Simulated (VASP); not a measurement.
# C (Fd-3m) in VASP: single point with PBE

Aim: the single point of C with PBE.

Everything below comes from runs of VASP 6.6.1. Logs are shortened: lines on timing, memory, paths and dates and some standing lists are left out, and cuts for length are marked.

### Step 1. The cell of the first run

The structure is cubic, space group Fd-3m (No. 227). The conventional cell has a = 3.567 Å, b = 3.567 Å, c = 3.567 Å, α = 90.00°, β = 90.00°, γ = 90.00°. C (site symmetry -43m) has 4 C at 1.54 Å within 2.1 Å.

### Step 2. Single point, PBE

Input file INCAR:

```
PREC = Accurate
ENCUT = 600
EDIFF = 1E-6
ISMEAR = 0
SIGMA = 0.01
LREAL = F
LASPH = T
NELM = 120
ALGO = Normal
ISIF = 2
LWAVE = F
LCHARG = F
GGA = PE
NBANDS = 26
GGA_COMPAT = F
```

Input file KPOINTS:

```
Automatic mesh
0
Gamma
  1 1 1
  0.5 0.5 0.5
```

Input file POSCAR:

```
C
1.0
    3.5670000000      0.0000000000      0.0000000000
    0.0000000000      3.5670000000      0.0000000000
    0.0000000000      0.0000000000      3.5670000000
C
8
Direct
    0.0000000000      0.0000000000      0.0000000000
    0.0000000000      0.5000000000      0.5000000000
    0.5000000000      0.0000000000      0.5000000000
    0.5000000000      0.5000000000      0.0000000000
    0.2500000000      0.2500000000      0.2500000000
    0.2500000000      0.7500000000      0.7500000000
    0.7500000000      0.2500000000      0.7500000000
    0.7500000000      0.7500000000      0.2500000000
```

Potentials or basis: VASP PAW PBE potentials, release 64 (C).

Started as:

```console
cat potpaw_PBE.64/C/POTCAR > POTCAR
mpirun -np 1 vasp_std > vasp.out
```

OUTCAR:

```text
PREC = Accurate
   ENCUT = 600
   EDIFF = 1E-6
   ISMEAR = 0
   LREAL = F
   LASPH = T
   NELM = 120
   ISIF = 2
   GGA = PE

 ion  position               nearest neighbor table
   1  0.000  0.000  0.000-   5 1.54   6 1.54   7 1.54   8 1.54
   2  0.000  0.500  0.500-   5 1.54   6 1.54   7 1.54   8 1.54
   3  0.500  0.000  0.500-   5 1.54   6 1.54   7 1.54   8 1.54
   4  0.500  0.500  0.000-   5 1.54   6 1.54   7 1.54   8 1.54
   5  0.250  0.250  0.250-   1 1.54   2 1.54   3 1.54   4 1.54
   6  0.250  0.750  0.750-   1 1.54   2 1.54   3 1.54   4 1.54
   7  0.750  0.250  0.750-   1 1.54   2 1.54   3 1.54   4 1.54
   8  0.750  0.750  0.250-   1 1.54   2 1.54   3 1.54   4 1.54

  LATTYP: Found a simple cubic cell.
 ALAT       =     3.5670000000

  Lattice vectors:

 A1 = (   3.5670000000,   0.0000000000,   0.0000000000)
 A2 = (   0.0000000000,   3.5670000000,   0.0000000000)
 A3 = (   0.0000000000,   0.0000000000,   3.5670000000)

Analysis of symmetry for initial positions (statically):
=====================================================================
 Subroutine PRICEL returns following result:

  LATTYP: Found a face centered cubic cell.
 ALAT       =     3.5670000000

  Lattice vectors:

 A1 = (   1.7835000000,  -1.7835000000,   0.0000000000)
 A2 = (   1.7835000000,   0.0000000000,   1.7835000000)
 A3 = (   0.0000000000,  -1.7835000000,   1.7835000000)

   4 primitive cells build up your supercell.

 Routine SETGRP: Setting up the symmetry group for a
 simple cubic supercell.

 Subroutine GETGRP returns: Found 48 space group operations
 (whereof 24 operations were pure point group operations)
 out of a pool of 48 trial point group operations.

The static configuration has the point symmetry T_d .
 The point group associated with its full space group is O_h .

Analysis of symmetry for dynamics (positions and initial velocities):
=====================================================================
 Subroutine PRICEL returns following result:

  LATTYP: Found a face centered cubic cell.
 ALAT       =     3.5670000000

  Lattice vectors:

 A1 = (   1.7835000000,  -1.7835000000,   0.0000000000)
 A2 = (   1.7835000000,   0.0000000000,   1.7835000000)
 A3 = (   0.0000000000,  -1.7835000000,   1.7835000000)

   4 primitive cells build up your supercell.

 Routine SETGRP: Setting up the symmetry group for a
 simple cubic supercell.

 Subroutine GETGRP returns: Found 48 space group operations
 (whereof 24 operations were pure point group operations)
 out of a pool of 48 trial point group operations.

The dynamic configuration has the point symmetry T_d .
 The point group associated with its full space group is O_h .

 Subroutine INISYM returns: Found 48 space group operations
 (whereof 24 operations are pure point group operations),
 and found     4 'primitive' translations

----------------------------------------------------------------------------------------

                                     Primitive cell

  volume of cell :      11.3462

  direct lattice vectors                    reciprocal lattice vectors
     1.783500000 -1.783500000  0.000000000     0.280347631 -0.280347631 -0.280347631
     1.783500000  0.000000000  1.783500000     0.280347631  0.280347631  0.280347631
     0.000000000 -1.783500000  1.783500000    -0.280347631 -0.280347631  0.280347631

  length of vectors
     2.522249888  2.522249888  2.522249888     0.485576341  0.485576341  0.485576341

  position of ions in fractional coordinates (direct lattice)
     0.000000000  0.000000000  0.000000000
     0.750000000  0.750000000  0.750000000

  ion indices of the primitive-cell ions
   primitive index   ion index
                 1           1
                 2           5

----------------------------------------------------------------------------------------

 KPOINTS: Automatic mesh

Automatic generation of k-mesh.
 Grid dimensions read from file:
 generate k-points for:    1    1    1

 Generating k-lattice:

  Cartesian coordinates                     Fractional coordinates (reciprocal lattice)
     0.280347631  0.000000000  0.000000000     1.000000000  0.000000000  0.000000000
     0.000000000  0.280347631  0.000000000     0.000000000  1.000000000  0.000000000
     0.000000000  0.000000000  0.280347631     0.000000000  0.000000000  1.000000000

  Length of vectors
     0.280347631  0.280347631  0.280347631

  Shift w.r.t. Gamma in fractional coordinates (k-lattice)
     0.500000000  0.500000000  0.500000000

 Subroutine IBZKPT returns following result:
 ===========================================

 Found      1 irreducible k-points:

 Following reciprocal coordinates:
            Coordinates               Weight
  0.500000  0.500000  0.500000      1.000000
   k-points           NKPTS =      1   k-points in BZ     NKDIM =      1   number of bands    NBANDS=     26
   number of dos      NEDOS =    301   number of ions     NIONS =      8
   total plane-waves  NPLWV =  21952
   dimension x,y,z NGX =    28 NGY =   28 NGZ =   28
   dimension x,y,z NGXF=    56 NGYF=   56 NGZF=   56
   ions per type =               8
   NGX,Y,Z   is equivalent  to a cutoff of  13.05, 13.05, 13.05 a.u.
   NGXF,Y,Z  is equivalent  to a cutoff of  26.10, 26.10, 26.10 a.u.
 SYSTEM =  unknown system
   PREC   = accura    normal or accurate (medium, high low for compatibility)
   ISTART =      0    job   : 0-new  1-cont  2-samecut
   ICHARG =      2    charge: 1-file 2-atom 10-const
   ISPIN  =      1    spin polarized calculation?
   LNONCOLLINEAR =      F non collinear calculations
   LSORBIT =      F    spin-orbit coupling
   LASPH  =      T    aspherical Exc in radial PAW
   ENCUT  =  600.0 eV  44.10 Ry    6.64 a.u.   7.12  7.12  7.12*2*pi/ulx,y,z
   NELM   =    120;   NELMIN=  2; NELMDL= -5     # of ELM steps
   EDIFF  = 0.1E-05   stopping-criterion for ELM
   LREAL  =      F    real-space projection
   EDIFFG = 0.1E-04   stopping-criterion for IOM
   NSW    =      0    number of steps for IOM
   IBRION =     -1    ionic relax: 0-MD 1-quasi-New 2-CG
   NFREE  =      0    steps in history (QN), initial steepest desc. (CG)
   ISIF   =      2    stress and relaxation
   ISYM   =      2    0-nonsym 1-usesym 2-fastsym
   POTIM  = 0.5000    time-step for ionic-motion
   TEBEG  =    0.0;   TEEND  =   0.0 temperature during run
   PSTRESS=    0.0 pullay stress
   NELECT =      32.0000    total number of electrons
   NUPDOWN=      -1.0000    fix difference up-down
   EMIN   =  10.00;   EMAX   =-10.00  energy-range for DOS
   EFERMI =   0.00;   METHOD = LEGACY
   ISMEAR =     0;   SIGMA  =   0.01  broadening in eV -4-tet -1-fermi 0-gaus
   EFERMI_NEDOS =   21; number of points for ismear=-14 and -15
   IALGO  =     38    algorithm
   IMIX   =      4    mixing-type and parameters
     AMIX     =   0.40;   BMIX     =  1.00
     AMIX_MAG =   1.60;   BMIX_MAG =  1.00
  volume/ion in A,a.u.               =       5.67        38.28
  Fermi-wavevector in a.u.,A,eV,Ry     =   1.457097  2.753514 28.886949  2.123131
  Thomas-Fermi vector in A             =   2.573938
   LORBIT       =      0    0 simple, 1 ext, 2 COOP (PROOUT), +10 PAW based schemes
   GGA     = PE    functional components
   LHFCALC =     F    Hartree Fock is set to
   AEXX    =    0.0000 exact exchange contribution
   IVDW    =     0    specifies the selected vdW correction
   LEPSILON=     F    determine dielectric tensor
   LRPA    =     F    only Hartree local field effects (RPA)
 non-spin polarized calculation
 Gauss-broadening in eV      SIGMA  =   0.01
  energy-cutoff  :      600.00
  volume of cell :       45.38
 maximum number of plane-waves:      1568
 NGX is ok and might be reduce to    28
   NGX = 15   NGY = 15   NGZ = 15

 number of electron      31.9999996 magnetization

 Free energy of the ion-electron system (eV)
  ---------------------------------------------------
  ext. energy  EPLUGINS =         0.00000000
  ---------------------------------------------------
  free energy    TOTEN  =       -62.87874159 eV

  energy without entropy =      -62.87874159  energy(sigma->0) =      -62.87874159

 E-fermi :   7.2942     XC(G=0): -13.1437

 val. band max:        7.2312771830   @ k =   0.5000   0.5000   0.5000
 cond. band min:      18.4212177250   @ k =   0.5000   0.5000   0.5000
 fundamental gap:     11.1899405420
 Fermi energy:         7.2942324517

 k-point     1 :       0.5000    0.5000    0.5000
  band No.  band energies     occupation
      1      -5.7329      2.00000
      2      -5.7329      2.00000
      3      -5.7329      2.00000
      4      -5.7329      2.00000
      5      -3.4543      2.00000
      6      -3.4543      2.00000
      7      -3.4543      2.00000
      8      -3.4543      2.00000
      9       7.2313      2.00000
     10       7.2313      2.00000
     11       7.2313      2.00000
     12       7.2313      2.00000
     13       7.2313      2.00000
     14       7.2313      2.00000
     15       7.2313      2.00000
     16       7.2313      2.00000
     17      18.4212      0.00000
     18      18.4212      0.00000
     19      18.4212      0.00000
     20      18.4212      0.00000
     21      18.4212      0.00000
     22      18.4212      0.00000
     23      18.4215      0.00000
     24      18.4220      0.00000
     25      18.8350      0.00000
     26      18.8350      0.00000

------------------------ aborting loop because EDIFF is reached ----------------------------------------

  FORCE on cell =-STRESS in cart. coord.  units (eV):
  Direction    XX          YY          ZZ          XY          YZ          ZX
  --------------------------------------------------------------------------------------
  -------------------------------------------------------------------------------------
  Total        5.7797091      5.7797091      5.7797091     -0.0000000     -0.0000000      0.0000000
  in kB      204.0362045    204.0362045    204.0362045     -0.0000000     -0.0000000      0.0000000
  external PRESSURE =     204.0362045 kB  Pullay stress =       0.0000000 kB

 VOLUME and BASIS-vectors are now :
 -----------------------------------------------------------------------------
  energy-cutoff  :      600.00
  volume of cell :       45.38
      direct lattice vectors                 reciprocal lattice vectors
     3.567000000  0.000000000  0.000000000     0.280347631  0.000000000  0.000000000
     0.000000000  3.567000000  0.000000000     0.000000000  0.280347631  0.000000000
     0.000000000  0.000000000  3.567000000     0.000000000  0.000000000  0.280347631

 POSITION                                       TOTAL-FORCE (eV/Angst)
 -----------------------------------------------------------------------------------
      0.00000      0.00000      0.00000         0.000000     -0.000000      0.000000
      0.00000      1.78350      1.78350         0.000000      0.000000     -0.000000
      1.78350      0.00000      1.78350         0.000000      0.000000      0.000000
      1.78350      1.78350      0.00000        -0.000000      0.000000      0.000000
      0.89175      0.89175      0.89175        -0.000000     -0.000000      0.000000
      0.89175      2.67525      2.67525         0.000000     -0.000000     -0.000000
      2.67525      0.89175      2.67525        -0.000000      0.000000     -0.000000
      2.67525      2.67525      0.89175        -0.000000     -0.000000      0.000000
 -----------------------------------------------------------------------------------
    total drift:                                0.000000      0.000000      0.000000

  FREE ENERGIE OF THE ION-ELECTRON SYSTEM (eV)
  ---------------------------------------------------
  free  energy   TOTEN  =       -62.8787415853 eV

  energy  without entropy=      -62.8787415853  energy(sigma->0) =      -62.87874159
```

Run time: 8.5 s. Hardware: 1 thread of Intel Xeon 8259CL, shared host; peak memory 0.14 GiB.

Results:

```
Free energy            : -62.8787 eV
Pressure               : 20.4 GPa
Band gap on the k mesh : 11.19 eV
```

Caveat: the k points lie up to 1.76 Å⁻¹ apart.
